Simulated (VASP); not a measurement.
# Hf in VASP: single point with PBEsol

Aim: the single point of Hf with PBEsol.

Everything below comes from runs of VASP 6.6.1. Logs are shortened: lines on timing, memory, paths and dates and some standing lists are left out, and cuts for length are marked.

### Step 1. The cell of the first run

The cell holds a slab with vacuum, 4 atoms: a = 3.159 Å, b = 4.999 Å, c = 19.648 Å, α = 90.00°, β = 90.00°, γ = 90.00°.

### Step 2. Single point, PBEsol

Input file INCAR:

```
PREC = Accurate
ENCUT = 520
EDIFF = 1E-6
ISMEAR = -1
SIGMA = 0.05
LREAL = F
LASPH = T
NELM = 100
ALGO = Normal
ISIF = 2
LWAVE = F
LCHARG = T
LDIPOL = T
IDIPOL = 3
DIPOL = 0.5 0.5 0.500
GGA = PS
LELF = T
LVHAR = T
LVACPOTAV = T
NBANDS = 28
EFIELD = -0.2
```

Input file KPOINTS:

```
regular mesh
0
Gamma
  10 7 1
```

Input file POSCAR:

```
Hf
1.0
    3.1589152031      0.0000000000      0.0000000000
    0.0000000000      4.9985932680      0.0000000000
    0.0000000000      0.0000000000     19.6476000000
Hf
4
Direct
    0.0000000000      0.7500000000      0.4151605211
    0.5000000000      0.2500000000      0.4568031568
    0.5000000000      0.7500000000      0.5431967915
    0.0000000000      0.2500000000      0.5848395306
```

Potentials or basis: VASP PAW PBE potentials, release 64 (Hf_pv).

Started as:

```console
$ cat potpaw_PBE.64/Hf_pv/POTCAR > POTCAR
$ mpirun -np 1 vasp_std > vasp.out
```

OUTCAR:

```text
PREC = Accurate
   ENCUT = 520
   EDIFF = 1E-6
   ISMEAR = -1
   LREAL = F
   LASPH = T
   NELM = 100
   ISIF = 2
   GGA = PS

 ion  position               nearest neighbor table
   1  0.000  0.750  0.415-   3 2.97   3 2.97   2 3.07   2 3.07   2 3.07   2 3.07
   2  0.500  0.250  0.457-   4 2.97   4 2.97   3 3.02   3 3.02   1 3.07   1 3.07   1 3.07   1 3.07

   3  0.500  0.750  0.543-   1 2.97   1 2.97   2 3.02   2 3.02   4 3.07   4 3.07   4 3.07   4 3.07

   4  0.000  0.250  0.585-   2 2.97   2 2.97   3 3.07   3 3.07   3 3.07   3 3.07

  LATTYP: Found a simple orthorhombic cell.
 ALAT       =     3.1589152031
 B/A-ratio  =     1.5823765269
 C/A-ratio  =     6.2197301088

  Lattice vectors:

 A1 = (   3.1589152031,   0.0000000000,   0.0000000000)
 A2 = (   0.0000000000,   4.9985932680,   0.0000000000)
 A3 = (   0.0000000000,   0.0000000000,  19.6476000000)

Analysis of symmetry for initial positions (statically):
=====================================================================
 Subroutine PRICEL returns:
 Original cell was already a primitive cell.

 Routine SETGRP: Setting up the symmetry group for a
 simple orthorhombic supercell.

 Subroutine GETGRP returns: Found  8 space group operations
 (whereof  4 operations were pure point group operations)
 out of a pool of  8 trial point group operations.

The static configuration has the point symmetry C_2h.
 The point group associated with its full space group is D_2h.

Analysis of symmetry for dynamics (positions and initial velocities):
=====================================================================
 An external electric field (EFIELD) may reduce the allowed symmetry operations
 Subroutine PRICEL returns:
 Original cell was already a primitive cell.

 Routine SETGRP: Setting up the symmetry group for a
 simple orthorhombic supercell.

 Subroutine GETGRP returns: Found  4 space group operations
 (whereof  2 operations were pure point group operations)
 out of a pool of  8 trial point group operations.

The dynamic configuration has the point symmetry C_1h.
 The point group associated with its full space group is C_2v.

 Subroutine INISYM returns: Found  4 space group operations
 (whereof  2 operations are pure point group operations),
 and found     1 'primitive' translations

----------------------------------------------------------------------------------------

                                     Primitive cell

  volume of cell :     310.2382

  direct lattice vectors                    reciprocal lattice vectors
     3.158915203  0.000000000  0.000000000     0.316564370  0.000000000  0.000000000
     0.000000000  4.998593268  0.000000000     0.000000000  0.200056285  0.000000000
     0.000000000  0.000000000 19.647600000     0.000000000  0.000000000  0.050896802

  length of vectors
     3.158915203  4.998593268 19.647600000     0.316564370  0.200056285  0.050896802

  position of ions in fractional coordinates (direct lattice)
     0.000000000  0.750000000  0.415160521
     0.500000000  0.250000000  0.456803157
     0.500000000  0.750000000  0.543196792
     0.000000000  0.250000000  0.584839531

  ion indices of the primitive-cell ions
   primitive index   ion index
                 1           1
                 2           2
                 3           3
                 4           4

----------------------------------------------------------------------------------------

 KPOINTS: regular mesh

Automatic generation of k-mesh.
 Grid dimensions read from file:
 generate k-points for:   10    7    1

 Generating k-lattice:

  Cartesian coordinates                     Fractional coordinates (reciprocal lattice)
     0.031656437  0.000000000  0.000000000     0.100000000  0.000000000  0.000000000
     0.000000000  0.028579469  0.000000000     0.000000000  0.142857143  0.000000000
     0.000000000  0.000000000  0.050896802     0.000000000  0.000000000  1.000000000

  Length of vectors
     0.031656437  0.028579469  0.050896802

  Shift w.r.t. Gamma in fractional coordinates (k-lattice)
     0.000000000  0.000000000  0.000000000

 Subroutine IBZKPT returns following result:
 ===========================================

 Found     24 irreducible k-points:

 Following reciprocal coordinates:
            Coordinates               Weight
  0.000000  0.000000  0.000000      1.000000
  0.100000  0.000000  0.000000      2.000000
  0.200000  0.000000  0.000000      2.000000
  0.300000  0.000000  0.000000      2.000000
  0.400000  0.000000  0.000000      2.000000
  0.500000  0.000000  0.000000      1.000000
[... 16 lines left out ...]
  0.400000  0.428571  0.000000      4.000000
  0.500000  0.428571  0.000000      2.000000
   k-points           NKPTS =     24   k-points in BZ     NKDIM =     24   number of bands    NBANDS=     28
   number of dos      NEDOS =    301   number of ions     NIONS =      4
   total plane-waves  NPLWV = 144000
   dimension x,y,z NGX =    24 NGY =   40 NGZ =  150
   dimension x,y,z NGXF=    48 NGYF=   80 NGZF=  300
   ions per type =               4
   NGX,Y,Z   is equivalent  to a cutoff of  12.63, 13.30, 12.69 a.u.
   NGXF,Y,Z  is equivalent  to a cutoff of  25.26, 26.61, 25.38 a.u.
 SYSTEM =  unknown system
   PREC   = accura    normal or accurate (medium, high low for compatibility)
   ISTART =      0    job   : 0-new  1-cont  2-samecut
   ICHARG =      2    charge: 1-file 2-atom 10-const
   ISPIN  =      1    spin polarized calculation?
   LNONCOLLINEAR =      F non collinear calculations
   LSORBIT =      F    spin-orbit coupling
   LASPH  =      T    aspherical Exc in radial PAW
   ENCUT  =  520.0 eV  38.22 Ry    6.18 a.u.   5.87  9.29 36.53*2*pi/ulx,y,z
   NELM   =    100;   NELMIN=  2; NELMDL= -5     # of ELM steps
   EDIFF  = 0.1E-05   stopping-criterion for ELM
   LREAL  =      F    real-space projection
   EDIFFG = 0.1E-04   stopping-criterion for IOM
   NSW    =      0    number of steps for IOM
   IBRION =     -1    ionic relax: 0-MD 1-quasi-New 2-CG
   NFREE  =      0    steps in history (QN), initial steepest desc. (CG)
   ISIF   =      2    stress and relaxation
   ISYM   =      2    0-nonsym 1-usesym 2-fastsym
   POTIM  = 0.5000    time-step for ionic-motion
   TEBEG  =    0.0;   TEEND  =   0.0 temperature during run
   PSTRESS=    0.0 pullay stress
   NELECT =      40.0000    total number of electrons
   NUPDOWN=      -1.0000    fix difference up-down
   EMIN   =  10.00;   EMAX   =-10.00  energy-range for DOS
   EFERMI =   0.00;   METHOD = LEGACY
   ISMEAR =    -1;   SIGMA  =   0.05  broadening in eV -4-tet -1-fermi 0-gaus
   EFERMI_NEDOS =   21; number of points for ismear=-14 and -15
   IALGO  =     38    algorithm
   IMIX   =      4    mixing-type and parameters
     AMIX     =   0.40;   BMIX     =  1.00
     AMIX_MAG =   1.60;   BMIX_MAG =  1.00
  volume/ion in A,a.u.               =      77.56       523.40
  Fermi-wavevector in a.u.,A,eV,Ry     =   0.827046  1.562891  9.306457  0.684005
  Thomas-Fermi vector in A             =   1.939183
   LORBIT       =      0    0 simple, 1 ext, 2 COOP (PROOUT), +10 PAW based schemes
   GGA     = PS    functional components
   LHFCALC =     F    Hartree Fock is set to
   AEXX    =    0.0000 exact exchange contribution
   IVDW    =     0    specifies the selected vdW correction
   LEPSILON=     F    determine dielectric tensor
   LRPA    =     F    only Hartree local field effects (RPA)
 non-spin polarized calculation
  energy-cutoff  :      520.00
  volume of cell :      310.24
 maximum number of plane-waves:      8408
 NGX is ok and might be reduce to    24
   NGX = 11   NGY = 19   NGZ = 73

 dipolmoment           0.000000      0.000000      0.001082 electrons x Angstroem

 number of electron      39.9999991 magnetization

 dipolmoment           0.000000      0.000000     -0.131149 electrons x Angstroem

 Free energy of the ion-electron system (eV)
  ---------------------------------------------------
  ext. energy  EPLUGINS =         0.00000000
  ---------------------------------------------------
  free energy    TOTEN  =       -38.01612056 eV

  energy without entropy =      -37.96623305  energy(sigma->0) =      -37.99117680

 E-fermi :  -1.4273     XC(G=0):  -4.2363

 val. band max:       -1.4290435165   @ k =   0.3000   0.1429   0.0000
 cond. band min:      -1.3997098292   @ k =   0.3000   0.2857   0.0000
 fundamental gap:      0.0293336873
 Fermi energy:        -1.4272730990

 k-point     1 :       0.0000    0.0000    0.0000
  band No.  band energies     occupation
      1     -32.5524      2.00000
      2     -32.5523      2.00000
      3     -32.4994      2.00000
      4     -32.3817      2.00000
      5     -32.0168      2.00000
      6     -31.9442      2.00000
[... 20 lines left out ...]
     27       0.4082      0.00000
     28       0.6350      0.00000

 k-point     2 :       0.1000    0.0000    0.0000
  band No.  band energies     occupation
      1     -32.5461      2.00000
      2     -32.5303      2.00000
      3     -32.4912      2.00000
      4     -32.3675      2.00000
      5     -32.0582      2.00000
      6     -32.0037      2.00000
[... 20 lines left out ...]
     27       0.7214      0.00000
     28       0.7948      0.00000

 k-point     3 :       0.2000    0.0000    0.0000
  band No.  band energies     occupation
      1     -32.5330      2.00000
      2     -32.4703      2.00000
      3     -32.4681      2.00000
      4     -32.3290      2.00000
      5     -32.1604      2.00000
      6     -32.1396      2.00000
[... 20 lines left out ...]
     27       0.9099      0.00000
     28       1.0414      0.00000

 k-point     4 :       0.3000    0.0000    0.0000
  band No.  band energies     occupation
      1     -32.5272      2.00000
      2     -32.4473      2.00000
      3     -32.3766      2.00000
      4     -32.2941      2.00000
      5     -32.2780      2.00000
      6     -32.2719      2.00000
[... 578 lines left out ...]
     27       1.1433      0.00000
     28       1.4143      0.00000

 k-point    23 :       0.4000    0.4286    0.0000
  band No.  band energies     occupation
      1     -32.5294      2.00000
      2     -32.5162      2.00000
      3     -32.4824      2.00000
      4     -32.4644      2.00000
      5     -32.3100      2.00000
      6     -32.2975      2.00000
[... 20 lines left out ...]
     27       1.0601      0.00000
     28       1.5787      0.00000

 k-point    24 :       0.5000    0.4286    0.0000
  band No.  band energies     occupation
      1     -32.5492      2.00000
      2     -32.5250      2.00000
      3     -32.5212      2.00000
      4     -32.4906      2.00000
      5     -32.3069      2.00000
      6     -32.2965      2.00000
[... 20 lines left out ...]
     27       1.0773      0.00000
     28       1.3804      0.00000

------------------------ aborting loop because EDIFF is reached ----------------------------------------

  FORCE on cell =-STRESS in cart. coord.  units (eV):
  Direction    XX          YY          ZZ          XY          YZ          ZX
  --------------------------------------------------------------------------------------
  -------------------------------------------------------------------------------------
  Total       -4.1600825     -0.2316697     -0.2136714      0.0000000      0.0000000      0.0000000
  in kB      -21.4841042     -1.1964227     -1.1034732      0.0000000      0.0000000      0.0000000
  external PRESSURE =      -7.9280000 kB  Pullay stress =       0.0000000 kB

 VOLUME and BASIS-vectors are now :
 -----------------------------------------------------------------------------
  energy-cutoff  :      520.00
  volume of cell :      310.24
      direct lattice vectors                 reciprocal lattice vectors
     3.158915203  0.000000000  0.000000000     0.316564370  0.000000000  0.000000000
     0.000000000  4.998593268  0.000000000     0.000000000  0.200056285  0.000000000
     0.000000000  0.000000000 19.647600000     0.000000000  0.000000000  0.050896802

 POSITION                                       TOTAL-FORCE (eV/Angst)
 -----------------------------------------------------------------------------------
      0.00000      3.74894      8.15691         0.000000      0.000000      0.063023
      1.57946      1.24965      8.97509         0.000000      0.000000      0.009380
      1.57946      3.74894     10.67251         0.000000      0.000000     -0.067456
      0.00000      1.24965     11.49069         0.000000      0.000000     -0.004947
 -----------------------------------------------------------------------------------
    total drift:                                0.000000     -0.000000      0.000090

  FREE ENERGIE OF THE ION-ELECTRON SYSTEM (eV)
  ---------------------------------------------------
  free  energy   TOTEN  =       -38.0161205625 eV

  energy  without entropy=      -37.9662330474  energy(sigma->0) =      -37.99117680
```

Run time: 7.6 min. Hardware: 1 thread of Intel Xeon Platinum 8559C (Emerald Rapids), shared host; peak memory 0.42 GiB.

Results:

* Free energy: -38.0161 eV
* Largest force: 0.067 eV/Å
* Band gap on the k mesh: zero (bands 20 and 21 overlap by 0.64 eV)

Forces on the atoms (eV/Å):
```
Hf   0.000  0.000  0.063
Hf   0.000  0.000  0.009
Hf   0.000  0.000 -0.067
Hf   0.000  0.000 -0.005
```

Levels at points of the mesh, in eV from the Fermi level:
| k point | band 18 | band 19 | band 20 | band 21 | band 22 | band 23 |
| --- | --- | --- | --- | --- | --- | --- |
| (0.00, 0.00, 0.00) | -0.37 | -0.24 | 0.51 | 0.82 | 0.93 | 1.04 |
| (0.50, 0.00, 0.00) | -1.32 | -1.23 | -0.65 | 0.16 | 0.46 | 0.79 |

Caveat: the PAW data sets were made with another functional, which shifts forces and pressure a little; spin-orbit coupling is left out, which moves the levels of the heavy elements.

The gap in the log of VASP goes by the Fermi energy; the results here count the filled bands.